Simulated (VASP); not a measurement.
# AlNi (Pm-3m) in VASP: settings compared, part 2 of 3

VASP 6.6.1. Earlier steps stand in the parts before.

### 3 Relaxation of cell and atoms, revPBE+D4, collinear spin, ferromagnetic start

This run uses another cell than the first one, of 11.96 Å³/atom.

File INCAR:

```
SYSTEM = AlNi
PREC = Accurate ; ENCUT = 600
EDIFF = 1E-6 ; ISMEAR = -1
SIGMA = 0.05 ; LREAL = .False.
LASPH = .True. ; NELM = 150
ALGO = Normal ; ISIF = 3
LWAVE = .False. ; LCHARG = .False.
ISPIN = 2 ; MAGMOM = 1 0
LORBIT = 11 ; LMAXMIX = 4
GGA = RE ; IVDW = 13
IBRION = 2 ; NSW = 80
EDIFFG = -0.02
```

File KPOINTS:

```
regular mesh
0
Gamma
  9 9 9
  0 0 0
```

File POSCAR:

```
AlNi
1.0
    2.8810000000      0.0000000000      0.0000000000
    0.0000000000      2.8810000000      0.0000000000
    0.0000000000      0.0000000000      2.8810000000
Ni Al
1 1
Direct
    0.5000000000      0.5000000000      0.5000000000
    0.0000000000      0.0000000000      0.0000000000
```

Potentials or basis: VASP PAW PBE potentials, release 64 (Ni, Al).

The run is started by

```bash
$ cat potpaw_PBE.64/Ni/POTCAR potpaw_PBE.64/Al/POTCAR > POTCAR
$ mpirun -np 1 vasp_std > vasp.out
```

OUTCAR:

```text
SYSTEM = AlNi
   PREC = Accurate
   ENCUT = 600
   EDIFF = 1E-6
   ISMEAR = -1
   LREAL = .False.
   LASPH = .True.
   NELM = 150
   ISIF = 3
   ISPIN = 2
   LORBIT = 11
   GGA = RE
   IVDW = 13
   IBRION = 2
   NSW = 80
   EDIFFG = -0.02

 ion  position               nearest neighbor table
   1  0.500  0.500  0.500-   2 2.50   2 2.50   2 2.50   2 2.50   2 2.50   2 2.50   2 2.50   2 2.50

   2  0.000  0.000  0.000-   1 2.50   1 2.50   1 2.50   1 2.50   1 2.50   1 2.50   1 2.50   1 2.50

  LATTYP: Found a simple cubic cell.
 ALAT       =     2.8810000000

  Lattice vectors:

 A1 = (   2.8810000000,   0.0000000000,   0.0000000000)
 A2 = (   0.0000000000,   2.8810000000,   0.0000000000)
 A3 = (   0.0000000000,   0.0000000000,   2.8810000000)

Analysis of symmetry for initial positions (statically):
=====================================================================
 Subroutine PRICEL returns:
 Original cell was already a primitive cell.

 Routine SETGRP: Setting up the symmetry group for a
 simple cubic supercell.

 Subroutine GETGRP returns: Found 48 space group operations
 (whereof 48 operations were pure point group operations)
 out of a pool of 48 trial point group operations.

The static configuration has the point symmetry O_h .

Analysis of symmetry for dynamics (positions and initial velocities):
=====================================================================
 Subroutine PRICEL returns:
 Original cell was already a primitive cell.

 Routine SETGRP: Setting up the symmetry group for a
 simple cubic supercell.

 Subroutine GETGRP returns: Found 48 space group operations
 (whereof 48 operations were pure point group operations)
 out of a pool of 48 trial point group operations.

The dynamic configuration has the point symmetry O_h .

Analysis of structural, dynamic, and magnetic symmetry:
=====================================================================
 Subroutine PRICEL returns:
 Original cell was already a primitive cell.

 Routine SETGRP: Setting up the symmetry group for a
 simple cubic supercell.

 Subroutine GETGRP returns: Found 48 space group operations
 (whereof 48 operations were pure point group operations)
 out of a pool of 48 trial point group operations.
[... 137 lines left out ...]
 NGX is ok and might be reduce to    24
   NGX = 11   NGY = 11   NGZ = 11

--------------------------------------- Ionic step        1  -------------------------------------------

 number of electron      13.0000015 magnetization      -0.0347357

 number of electron      13.0000015 magnetization       0.0003549

 Free energy of the ion-electron system (eV)
  ---------------------------------------------------
  ext. energy  EPLUGINS =         0.00000000
  ---------------------------------------------------
  free energy    TOTEN  =        -9.90219953 eV

  energy without entropy =       -9.89557868  energy(sigma->0) =       -9.89888911

------------------------ aborting loop because EDIFF is reached ----------------------------------------

  DFT-D4 for vdW energy calculation

  Edisp (eV):   -1.48946
[... 75 lines left out ...]
 number of electron      13.0000005 magnetization       0.0000042

 number of electron      13.0000005 magnetization      -0.0000077

 Free energy of the ion-electron system (eV)
  ---------------------------------------------------
  ext. energy  EPLUGINS =         0.00000000
  ---------------------------------------------------
  free energy    TOTEN  =        -9.86824160 eV

  energy without entropy =       -9.86193764  energy(sigma->0) =       -9.86508962

 E-fermi :  10.5415     XC(G=0): -12.1338

 val. band max:       10.4783239593   @ k =   0.3333   0.1111   0.0000
 cond. band min:      10.5960168061   @ k =   0.3333   0.1111   0.1111
 fundamental gap:      0.1176928468
 Fermi energy:        10.5414967079

 spin component 1

 k-point     1 :       0.0000    0.0000    0.0000
  band No.  band energies     occupation
      1      -0.8343      1.00000
      2       7.1415      1.00000
      3       7.1415      1.00000
      4       8.9134      1.00000
      5       8.9134      1.00000
      6       8.9134      1.00000
      7      16.1841      0.00000
      8      16.1841      0.00000
      9      16.1841      0.00000
     10      18.7124      0.00000
     11      18.7124      0.00000
[... 310 lines left out ...]
  band No.  band energies     occupation
      1       4.3617      1.00000
      2       5.9555      1.00000
      3       7.4007      1.00000
      4       7.9314      1.00000
      5       8.5190      1.00000
      6       8.6736      1.00000
      7       9.9462      0.99999
      8      13.4664      0.00000
      9      14.9623      0.00000
     10      19.7915      0.00000
     11      21.7741      0.00000

 [... further k-points ...]

 spin component 2

 k-point     1 :       0.0000    0.0000    0.0000
  band No.  band energies     occupation
      1      -0.8343      1.00000
      2       7.1415      1.00000
      3       7.1415      1.00000
      4       8.9134      1.00000
      5       8.9134      1.00000
      6       8.9134      1.00000
      7      16.1841      0.00000
      8      16.1841      0.00000
      9      16.1841      0.00000
     10      18.7124      0.00000
     11      18.7124      0.00000
[... 355 lines left out ...]
  FREE ENERGIE OF THE ION-ELECTRON SYSTEM (eV)
  ---------------------------------------------------
  free  energy   TOTEN  =       -11.4033300670 eV

  energy  without entropy=      -11.3970261042  energy(sigma->0) =      -11.40017809

 reached required accuracy - stopping structural energy minimisation

 total charge

# of ion       s       p       d       tot
------------------------------------------
    1        0.487   0.546   8.480   9.513
    2        0.389   0.428   0.000   0.817
--------------------------------------------------
tot          0.876   0.974   8.480  10.330

 magnetization (x)

# of ion       s       p       d       tot
------------------------------------------
    1        0.000   0.000   0.000   0.000
    2       -0.000  -0.000   0.000  -0.000
--------------------------------------------------
tot          0.000  -0.000   0.000   0.000
```

OSZICAR:

```text
N       E                     dE             d eps       ncg     rms          rms(c)
DAV:   1     0.452291003814E+02    0.45229E+02   -0.64632E+03  1556   0.146E+03
DAV:   2    -0.960116804361E+01   -0.54830E+02   -0.51262E+02  1561   0.215E+02
[... 26 lines left out ...]
DAV:   2    -0.101118888551E+02   -0.10870E+00   -0.40918E+00  1790   0.340E+01    0.395E+00
DAV:   3    -0.987211680133E+01    0.23977E+00   -0.15909E+00  1772   0.211E+01    0.582E-01
DAV:   4    -0.986842307392E+01    0.36937E-02   -0.11048E-02  1790   0.140E+00    0.136E-01
DAV:   5    -0.986823023167E+01    0.19284E-03   -0.57215E-04  2358   0.239E-01    0.343E-02
DAV:   6    -0.986823932970E+01   -0.90980E-05   -0.14948E-05  1606   0.441E-02    0.106E-02
DAV:   7    -0.986824123149E+01   -0.19018E-05   -0.43736E-07   854   0.738E-03    0.245E-03
DAV:   8    -0.986824159938E+01   -0.36789E-06   -0.14927E-07   770   0.622E-03
   3 F= -.11403330E+02 E0= -.11400178E+02  d E =-.116718E-01  mag=     0.0000
```

CONTCAR:

```text
AlNi
   1.00000000000000
     2.8514457928868353    0.0000000000000000    0.0000000000000000
     0.0000000000000000    2.8514457928868353    0.0000000000000000
    -0.0000000000000000    0.0000000000000000    2.8514457928868353
  Ni              Al
     1     1
Direct
     0.5000000000000000    0.5000000000000000    0.5000000000000000
     0.0000000000000000    0.0000000000000000    0.0000000000000000

  0.00000000E+00  0.00000000E+00  0.00000000E+00
  0.00000000E+00  0.00000000E+00  0.00000000E+00
```

Wall time 33 s (1 thread of Intel Xeon Platinum 8259CL at 2.50GHz (Skylake/Cascade Lake), shared host); peak memory 0.16 GiB.

What came out:

| Quantity | Value |
| --- | --- |
| Free energy | -11.4033 eV |
| Relaxed volume | 11.59 Å³/atom |
| Relaxed cell | a = 2.851 Å, b = 2.851 Å, c = 2.851 Å, α = 90.00°, β = 90.00°, γ = 90.00° |
| Space group after relaxing (to 0.1 Å) | Pm-3m (No. 221) |
| Energy gained by relaxing | 5.8 meV/atom |
| Ionic steps | 3 |
| Pressure after relaxing | 0.0 GPa |
| Net moment | 0.00 μB per cell |
| Valence electrons inside the program's atomic spheres | Ni 9.51; Al 0.82 |
| Dispersion energy per atom | -0.768 eV |

The path:
```
step  energy change (eV)  largest force (eV/Å)  pressure (GPa)  volume (Å³)
   1              0.0000                0.0000           -4.95        23.91
   2             -0.0049                0.0000            4.25        22.66
   3             -0.0117                0.0000            0.01        23.18
```

Final structure:
```
CELL_PARAMETERS angstrom
2.85145 0.00000 0.00000
0.00000 2.85145 0.00000
0.00000 0.00000 2.85145
ATOMIC_POSITIONS crystal
Ni 0.50000 0.50000 0.50000
Al 0.00000 0.00000 0.00000
```

Caveat: the moments typed at the start vanished in this run; the PAW data sets were made with another functional, which shifts forces and pressure a little.

### 4 Single point, PBEsol-based screened hybrid with 25 % exact exchange, collinear spin, ferromagnetic start

This run uses another cell than the first one, of 11.53 Å³/atom.

File POSCAR:

```
AlNi
1.0
    2.8461508194      0.0000000000      0.0000000000
    0.0000000000      2.8461508194      0.0000000000
    0.0000000000      0.0000000000      2.8461508194
Ni Al
1 1
Direct
    0.5000000000      0.5000000000      0.5000000000
    0.0000000000      0.0000000000      0.0000000000
```

File INCAR.step1:

```
  PREC = Accurate
  ENCUT = 520
  EDIFF = 1E-5
  ISMEAR = -1
  SIGMA = 0.05
  LREAL = F
  LASPH = T
  NELM = 150
  ALGO = Normal
  ISIF = 2
  LWAVE = T
  ISPIN = 2
  MAGMOM = 1 0
  LORBIT = 11
  LMAXMIX = 4
  NBANDS = 18
  GGA = PE
```

File INCAR.step2:

```
  PREC = Accurate
  ENCUT = 520
  EDIFF = 1E-7
  ISMEAR = -1
  SIGMA = 0.05
  LREAL = F
  LASPH = T
  NELM = 150
  ALGO = Normal
  ISIF = 2
  LWAVE = F
  LCHARG = T
  ISPIN = 2
  MAGMOM = 1 0
  LORBIT = 11
  LMAXMIX = 4
  GGA = PS
  LHFCALC = T
  AEXX = 0.25
  HFSCREEN = 0.207
  PRECFOCK = Normal
  LELF = T
  LVHAR = T
  NBANDS = 18
  ISTART = 1
```

File KPOINTS:

```
regular mesh
0
Gamma
  5 5 5
```

The run is started by

```bash
$ cat potpaw_PBE.64/Ni/POTCAR potpaw_PBE.64/Al/POTCAR > POTCAR
$ cp INCAR.step1 INCAR
$ mpirun -np 1 vasp_std > vasp.out
$ cp INCAR.step2 INCAR
$ mpirun -np 1 vasp_std > vasp.out
```

It took 24 min on 1 thread of Intel Xeon 8259CL, shared host; peak memory 0.26 GiB.

The run converged. Its results:

```yaml
Free_energy: -12.6328 eV
Pressure: 0.3 GPa
Net_moment: 0.44 μB per cell
Site_moments: Ni +0.39; Al +0.02 μB
Valence_electrons_inside_the_program's_atomic_spheres: Ni 9.62; Al 0.88
```

Levels at points of the mesh, in eV from the Fermi level:
Spin up:
| k point | band 2 | band 3 | band 4 | band 5 | band 6 | band 7 | band 8 | band 9 | band 10 | band 11 |
| --- | --- | --- | --- | --- | --- | --- | --- | --- | --- | --- |
| (0.00, 0.00, 0.00) | -4.96 | -4.96 | -2.84 | -2.84 | -2.84 | 6.53 | 6.53 | 6.53 | 9.13 | 9.13 |
Spin down:
```
           k point  band 4  band 5  band 6  band 7  band 8  band 9
(0.00, 0.00, 0.00)   -2.40   -2.40   -2.40    6.62    6.62    6.62
```

Caveat: the k points lie up to 0.44 Å⁻¹ apart; the PAW data sets were made with another functional, which shifts forces and pressure a little.

### 5 Single point, PBE0, collinear spin, ferromagnetic start

This run uses another cell than the first one, of 12.20 Å³/atom.

File POSCAR:

```
AlNi
1.0
    2.9000800262      0.0000000000      0.0000000000
    0.0000000000      2.9000800262      0.0000000000
    0.0000000000      0.0000000000      2.9000800262
Ni Al
1 1
Direct
    0.5000000000      0.5000000000      0.5000000000
    0.0000000000      0.0000000000      0.0000000000
```

File INCAR.step1:

```
SYSTEM = AlNi
PREC = Accurate ; ENCUT = 520
EDIFF = 1E-5 ; ISMEAR = -1
SIGMA = 0.05 ; LREAL = .False.
LASPH = .True. ; NELM = 150
ALGO = Normal ; ISIF = 2
LWAVE = .True. ; LCHARG = .False.
ISPIN = 2 ; MAGMOM = 1 0
LORBIT = 11 ; LMAXMIX = 4
NBANDS = 18 ; GGA = PE
```

File INCAR.step2:

```
SYSTEM = AlNi
PREC = Accurate ; ENCUT = 520
EDIFF = 1E-6 ; ISMEAR = -1
SIGMA = 0.05 ; LREAL = .False.
LASPH = .True. ; NELM = 150
ALGO = Normal ; ISIF = 2
LWAVE = .False. ; LCHARG = .False.
ISPIN = 2 ; MAGMOM = 1 0
LORBIT = 11 ; LMAXMIX = 4
GGA = PE ; LHFCALC = .True.
AEXX = 0.25 ; PRECFOCK = Normal
NBANDS = 18 ; ISTART = 1
```

File KPOINTS:

```
regular mesh
0
Gamma
  6 6 6
  0 0 0
```

The run is started by

```bash
$ cat potpaw_PBE.64/Ni/POTCAR potpaw_PBE.64/Al/POTCAR > POTCAR
$ cp INCAR.step1 INCAR
$ mpirun -np 1 vasp_std > vasp.out
$ cp INCAR.step2 INCAR
$ mpirun -np 1 vasp_std > vasp.out
```

It took 57 min on 1 thread of Intel Xeon Platinum 8259CL at 2.50GHz (Skylake/Cascade Lake), shared host; peak memory 0.17 GiB.

The run converged. Its results:

* Free energy: -12.7696 eV
* Pressure: -5.8 GPa
* Net moment: 0.10 μB per cell
* Site moments: Ni +0.09; Al +0.01 μB
* Valence electrons inside the program's atomic spheres: Ni 9.52; Al 0.86

Levels at points of the mesh, in eV from the Fermi level:
Spin up:
| k point | band 4 | band 5 | band 6 | band 7 | band 8 | band 9 | band 10 | band 11 |
| --- | --- | --- | --- | --- | --- | --- | --- | --- |
| (0.00, 0.00, 0.00) | -3.00 | -3.00 | -3.00 | 6.38 | 6.38 | 6.38 | 9.16 | 9.16 |
| (0.50, 0.00, 0.00) | -3.77 | -3.77 | -2.92 | -1.93 | 9.28 | 11.27 | 11.27 | 12.02 |
| (0.50, 0.50, 0.00) | -3.76 | -3.58 | -3.58 | -2.52 | 2.08 | 2.92 | 13.34 | 16.53 |
| (0.50, 0.50, 0.50) | -2.46 | -2.46 | 2.62 | 2.62 | 2.62 | 4.32 | 5.12 | 5.12 |
Spin down:
```csv
k point,band 4,band 5,band 6,band 7,band 8,band 9
"(0.00, 0.00, 0.00)",-2.93,-2.93,-2.93,6.42,6.42,6.42
"(0.50, 0.00, 0.00)",-3.70,-3.70,-2.85,-1.44,9.30,11.30
"(0.50, 0.50, 0.00)",-3.74,-3.51,-3.51,-2.11,2.26,2.99
"(0.50, 0.50, 0.50)",-2.07,-2.07,2.62,2.62,2.62,4.35
```

Caveat: the k points lie up to 0.36 Å⁻¹ apart; the PAW data sets were made with another functional, which shifts forces and pressure a little.

[end of part 2 of 3]
